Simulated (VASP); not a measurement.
# Be3NbP (Pm-3m) in VASP: further runs, part 2 of 2

VASP 6.6.1. The steps go on from the part before.

## (4) Relaxation of cell and atoms, PBE

File INCAR:

```
PREC = Accurate
ENCUT = 600
EDIFF = 1E-7
ISMEAR = 0
SIGMA = 0.1
LREAL = F
LASPH = T
NELM = 120
ALGO = Normal
ISIF = 3
LWAVE = F
LCHARG = F
GGA = PE
IBRION = 2
NSW = 90
EDIFFG = -0.04
GGA_COMPAT = F
NELMIN = 4
```

File KPOINTS:

```
Automatic mesh
0
Gamma
  6 6 6
```

File POSCAR:

```
Be3NbP
1.0
    3.6968802100      0.0000000000      0.0000000000
    0.0000000000      3.6968802100      0.0000000000
    0.0000000000      0.0000000000      3.6968802100
Be Nb P
3 1 1
Direct
    0.0000000000      0.5000000000      0.5000000000
    0.5000000000      0.5000000000      0.0000000000
    0.5000000000      0.0000000000      0.5000000000
    0.0000000000      0.0000000000      0.0000000000
    0.5000000000      0.5000000000      0.5000000000
```

Potentials or basis: VASP PAW PBE potentials, release 64 (Be, Nb_sv, P).

Started as:

```sh
> cat potpaw_PBE.64/Be/POTCAR potpaw_PBE.64/Nb_sv/POTCAR potpaw_PBE.64/P/POTCAR > POTCAR
> mpirun -np 1 vasp_std > vasp.out
```

OUTCAR:

```text
PREC = Accurate
   ENCUT = 600
   EDIFF = 1E-7
   ISMEAR = 0
   LREAL = F
   LASPH = T
   NELM = 120
   ISIF = 3
   GGA = PE
   IBRION = 2
   NSW = 90
   EDIFFG = -0.04
   NELMIN = 4

 ion  position               nearest neighbor table
   1  0.000  0.500  0.500-   5 1.85   5 1.85   4 2.61   4 2.61   4 2.61   4 2.61
   2  0.500  0.500  0.000-   5 1.85   5 1.85   4 2.61   4 2.61   4 2.61   4 2.61
   3  0.500  0.000  0.500-   5 1.85   5 1.85   4 2.61   4 2.61   4 2.61   4 2.61
   4  0.000  0.000  0.000-   1 2.61   2 2.61   3 2.61   1 2.61   3 2.61   1 2.61   2 2.61   1 2.61
                             2 2.61   3 2.61   3 2.61   2 2.61
   5  0.500  0.500  0.500-   1 1.85   2 1.85   3 1.85   2 1.85   3 1.85   1 1.85

  LATTYP: Found a simple cubic cell.
 ALAT       =     3.6968802100

  Lattice vectors:

 A1 = (   3.6968802100,   0.0000000000,   0.0000000000)
 A2 = (   0.0000000000,   3.6968802100,   0.0000000000)
 A3 = (   0.0000000000,   0.0000000000,   3.6968802100)

Analysis of symmetry for initial positions (statically):
=====================================================================
 Subroutine PRICEL returns:
 Original cell was already a primitive cell.

 Routine SETGRP: Setting up the symmetry group for a
 simple cubic supercell.

 Subroutine GETGRP returns: Found 48 space group operations
 (whereof 48 operations were pure point group operations)
 out of a pool of 48 trial point group operations.

The static configuration has the point symmetry O_h .
[... 148 lines left out ...]
  energy-cutoff  :      600.00
  volume of cell :       50.52
 maximum number of plane-waves:      1743
 NGX is ok and might be reduce to    30
   NGX = 15   NGY = 15   NGZ = 15

--------------------------------------- Ionic step        1  -------------------------------------------

 number of electron      24.0000001 magnetization

 Free energy of the ion-electron system (eV)
  ---------------------------------------------------
  ext. energy  EPLUGINS =         0.00000000
  ---------------------------------------------------
  free energy    TOTEN  =       -21.82882989 eV

  energy without entropy =      -21.81628622  energy(sigma->0) =      -21.82255806

 E-fermi :  10.7421     XC(G=0): -11.7830

 val. band max:       10.7248380497   @ k =   0.3333   0.3333   0.0000
 cond. band min:      10.9662749038   @ k =   0.0000   0.0000   0.0000
 fundamental gap:      0.2414368541
 Fermi energy:        10.7420689704

 k-point     1 :       0.0000    0.0000    0.0000
  band No.  band energies     occupation
      1     -44.2182      2.00000
      2     -20.3144      2.00000
      3     -20.3144      2.00000
      4     -20.3144      2.00000
      5      -4.1012      2.00000
      6       3.9277      2.00000
[... 446 lines left out ...]
--------------------------------------- Ionic step        3  -------------------------------------------

 number of electron      23.9999997 magnetization

 Free energy of the ion-electron system (eV)
  ---------------------------------------------------
  ext. energy  EPLUGINS =         0.00000000
  ---------------------------------------------------
  free energy    TOTEN  =       -23.23954948 eV

  energy without entropy =      -23.22825466  energy(sigma->0) =      -23.23390207

 E-fermi :   8.0534     XC(G=0): -10.7750

 val. band max:        8.0335641754   @ k =   0.3333   0.3333   0.0000
 cond. band min:       8.0781786917   @ k =   0.1667   0.0000   0.0000
 fundamental gap:      0.0446145163
 Fermi energy:         8.0534060493

 k-point     1 :       0.0000    0.0000    0.0000
  band No.  band energies     occupation
      1     -47.3078      2.00000
      2     -23.3377      2.00000
      3     -23.3377      2.00000
      4     -23.3377      2.00000
      5      -5.5452      2.00000
      6       2.1510      2.00000
[... 401 lines left out ...]
  FREE ENERGIE OF THE ION-ELECTRON SYSTEM (eV)
  ---------------------------------------------------
  free  energy   TOTEN  =       -23.2395494775 eV

  energy  without entropy=      -23.2282546562  energy(sigma->0) =      -23.23390207

 reached required accuracy - stopping structural energy minimisation
```

It used 63 s of CPU time on 1 thread of Intel(R) Xeon(R) Platinum 8488C (Sapphire Rapids), on a shared host.

What came out:

| Item | Value |
| --- | --- |
| Free energy | -23.2395 eV |
| Relaxed volume | 12.86 Å³/atom |
| Relaxed cell | a = 4.006 Å, b = 4.006 Å, c = 4.006 Å, α = 90.00°, β = 90.00°, γ = 90.00° |
| Space group after relaxing (to 0.1 Å) | Pm-3m (No. 221) |
| Energy gained by relaxing | 282.1 meV/atom |
| Ionic steps | 3 |
| Pressure after relaxing | 0.3 GPa |
| Band gap on the k mesh | zero (bands 12 and 13 overlap by 1.71 eV) |

The path:
```tsv
step	energy change (eV)	largest force (eV/Å)	pressure (GPa)	volume (Å³)
1	0.0000	0.0000	39.41	50.52
2	-1.2333	0.0000	-8.11	70.97
3	-1.4107	0.0000	0.27	64.29
```

Final structure:
```yaml
crystal:
  lattice:
    - [4.00612, 0.00000, 0.00000]
    - [0.00000, 4.00612, 0.00000]
    - [0.00000, 0.00000, 4.00612]
  atoms:
    - { symbol: Be, position: [0.00000, 0.50000, 0.50000] }
    - { symbol: Be, position: [0.50000, 0.50000, 0.00000] }
    - { symbol: Be, position: [0.50000, 0.00000, 0.50000] }
    - { symbol: Nb, position: [0.00000, 0.00000, 0.00000] }
    - { symbol: P, position: [0.50000, 0.50000, 0.50000] }
```

Levels at points of the mesh, in eV from the Fermi level:
```csv
k point,band 8,band 9,band 10,band 11,band 12,band 13,band 14,band 15,band 16
"(0.00, 0.00, 0.00)",-5.90,-2.73,-2.73,-2.64,0.19,0.19,0.19,3.71,3.71
"(0.50, 0.00, 0.00)",-5.75,-2.18,-0.82,0.23,0.23,0.47,0.65,0.70,0.70
"(0.50, 0.50, 0.00)",-4.97,-4.55,-1.77,-1.77,-1.47,1.07,1.21,2.41,2.41
"(0.50, 0.50, 0.50)",-6.65,-2.87,-2.87,-2.87,1.29,1.29,1.32,1.32,1.32
```

Caveat: the volume moved by over 15 % at a fixed basis, so the end points are rough.

## (5) Single point, PBE, collinear spin

This run uses another cell than the first one, of 12.87 Å³/atom.

File INCAR:

```
ALGO = Normal ; EDIFF = 1E-6
ENCUT = 600 ; GGA = PE
GGA_COMPAT = F ; ISIF = 2
ISMEAR = 0 ; ISPIN = 2
LASPH = T ; LCHARG = F
LMAXMIX = 4 ; LORBIT = 11
LREAL = F ; LWAVE = F
MAGMOM = 0 0 0 1 0 ; NBANDS = 24
NELM = 200 ; PREC = Accurate
SIGMA = 0.1
```

File KPOINTS:

```
k-points
0
Gamma
  4 4 4
```

POSCAR: that of step 4 with these lines changed.

```diff
@@ -2,5 +2,5 @@
 1.0
-    3.6968802100      0.0000000000      0.0000000000
-    0.0000000000      3.6968802100      0.0000000000
-    0.0000000000      0.0000000000      3.6968802100
+    4.0077081533      0.0000000000      0.0000000000
+    0.0000000000      4.0077081533      0.0000000000
+    0.0000000000      0.0000000000      4.0077081533
 Be Nb P
```

Started as:

```sh
> cat potpaw_PBE.64/Be/POTCAR potpaw_PBE.64/Nb_sv/POTCAR potpaw_PBE.64/P/POTCAR > POTCAR
> mpirun -np 1 vasp_std > vasp.out
```

It used 44 s of CPU time on 1 thread of Intel(R) Xeon(R) Platinum 8488C (Sapphire Rapids) (shared host).

Results (log left out):

- Free energy: -23.1469 eV
- Pressure: 0.8 GPa
- Net moment: 0.83 μB per cell
- Site moments: Be +0.01; Nb +0.50; P +0.06 μB
- Valence electrons inside the program's atomic spheres: Be 1.08; Nb 10.54; P 2.66

Levels at points of the mesh, in eV from the Fermi level:
Spin up:
```tsv
k point	band 8	band 9	band 10	band 11	band 12	band 13	band 14	band 15	band 16	band 17
(0.00, 0.00, 0.00)	-6.02	-2.84	-2.84	-2.78	-0.04	-0.04	-0.04	3.58	3.58	4.05
(0.50, 0.00, 0.00)	-5.88	-2.29	-0.93	0.02	0.02	0.22	0.52	0.59	0.59	0.76
(0.50, 0.50, 0.00)	-5.10	-4.67	-1.95	-1.95	-1.65	0.93	1.07	2.29	2.29	3.53
(0.50, 0.50, 0.50)	-6.78	-2.97	-2.97	-2.97	1.09	1.09	1.09	1.15	1.15	2.18
```
Spin down:
| k point | band 7 | band 8 | band 9 | band 10 | band 11 | band 12 | band 13 | band 14 | band 15 | band 16 |
| --- | --- | --- | --- | --- | --- | --- | --- | --- | --- | --- |
| (0.00, 0.00, 0.00) | -5.94 | -5.94 | -2.67 | -2.67 | -2.59 | 0.45 | 0.45 | 0.45 | 3.74 | 3.74 |
| (0.50, 0.00, 0.00) | -5.77 | -5.77 | -2.09 | -0.83 | 0.42 | 0.42 | 0.68 | 0.68 | 0.74 | 0.78 |
| (0.50, 0.50, 0.00) | -6.98 | -5.02 | -4.53 | -1.63 | -1.63 | -1.34 | 1.24 | 1.37 | 2.39 | 2.39 |
| (0.50, 0.50, 0.50) | -6.67 | -6.67 | -2.88 | -2.88 | -2.88 | 1.47 | 1.47 | 1.54 | 1.54 | 1.54 |

Caveat: the k points lie up to 0.39 Å⁻¹ apart.

## (6) Single point, PBE, collinear spin

This run uses another cell than the first one, of 12.92 Å³/atom.

File INCAR:

```
SYSTEM = Be3NbP
PREC = Accurate
ENCUT = 600
EDIFF = 1E-6
ISMEAR = 0
SIGMA = 0.1
LREAL = .False.
LASPH = .True.
NELM = 200
ALGO = Normal
ISIF = 2
LWAVE = .False.
LCHARG = .False.
ISPIN = 2
MAGMOM = 0 0 0 0.55 0
LORBIT = 11
LMAXMIX = 4
GGA = PE
NBANDS = 24
GGA_COMPAT = .False.
```

File KPOINTS:

```
regular mesh
0
Gamma
  10 10 10
  0 0 0
```

POSCAR: that of step 5 with these lines changed.

```diff
@@ -2,5 +2,5 @@
 1.0
-    4.0077081533      0.0000000000      0.0000000000
-    0.0000000000      4.0077081533      0.0000000000
-    0.0000000000      0.0000000000      4.0077081533
+    4.0124954090      0.0000000000      0.0000000000
+    0.0000000000      4.0124954090      0.0000000000
+    0.0000000000      0.0000000000      4.0124954090
 Be Nb P
```

Potentials or basis: VASP PAW PBE potentials, release 64 (Be, Nb_sv, P).

Started as:

```sh
> cat potpaw_PBE.64/Be/POTCAR potpaw_PBE.64/Nb_sv/POTCAR potpaw_PBE.64/P/POTCAR > POTCAR
> mpirun -np 1 vasp_std > vasp.out
```

Wall time 3.3 min (1 thread of Intel Xeon Platinum 8488C (Sapphire Rapids), shared host); peak memory 0.31 GiB.

Results (log left out):

```yaml
Free_energy: -23.2140 eV
Pressure: 0.0 GPa
Band_gap_on_the_k_mesh: zero (filled and empty bands overlap)
Net_moment: 0.00 μB per cell
Valence_electrons_inside_the_program's_atomic_spheres: Be 1.08; Nb 10.53; P 2.65
```

Levels at points of the mesh, in eV from the Fermi level:
Spin up:
| k point | band 8 | band 9 | band 10 | band 11 | band 12 | band 13 | band 14 | band 15 | band 16 | band 17 |
| --- | --- | --- | --- | --- | --- | --- | --- | --- | --- | --- |
| (0.00, 0.00, 0.00) | -5.85 | -2.68 | -2.68 | -2.62 | 0.23 | 0.23 | 0.23 | 3.72 | 3.72 | 4.20 |
| (0.50, 0.00, 0.00) | -5.70 | -2.13 | -0.79 | 0.26 | 0.26 | 0.50 | 0.68 | 0.74 | 0.74 | 0.90 |
| (0.50, 0.50, 0.00) | -4.93 | -4.50 | -1.72 | -1.72 | -1.43 | 1.10 | 1.24 | 2.43 | 2.43 | 3.71 |
| (0.50, 0.50, 0.50) | -6.61 | -2.82 | -2.82 | -2.82 | 1.32 | 1.32 | 1.34 | 1.34 | 1.34 | 2.40 |
Spin down:
```tsv
k point	band 10	band 11	band 12	band 13	band 14	band 15
(0.00, 0.00, 0.00)	-2.68	-2.62	0.23	0.23	0.23	3.72
(0.50, 0.00, 0.00)	-0.79	0.26	0.26	0.50	0.68	0.74
(0.50, 0.50, 0.00)	-1.72	-1.72	-1.43	1.10	1.24	2.43
(0.50, 0.50, 0.50)	-2.82	-2.82	1.32	1.32	1.34	1.34
```

## (7) Overview

```tsv
task	spin	cell	k mesh	gap on the mesh (eV)	pressure (GPa)	moment (μB)
single point	off	a = 3.697 Å, 5 atoms	6 × 6 × 6	none	39.4	-
single point	off	a = 4.008 Å, 5 atoms	6 × 6 × 6	none	0.2	-
relaxation of cell and atoms	off	relaxed from a = 3.697 Å, 5 atoms	6 × 6 × 6	none	0.3	-
single point	collinear	a = 4.008 Å, 5 atoms	4 × 4 × 4	none	0.8	0.83
single point	collinear	a = 4.012 Å, 5 atoms	10 × 10 × 10	none	0.0	0.00
```

Alike in all rows: level PBE; potentials or basis VASP PAW PBE potentials, release 64 (Be, Nb_sv, P); cutoff (eV) 600; smearing gaussian 0.1 eV.

Caveats: some runs use coarse meshes; the cell stands under pressure (at least some runs); the volume moved by over 15 % at a fixed basis, so the end points are rough (at least some runs).

Total energies depend on the potentials used, so only differences within one code and one set of settings carry meaning.
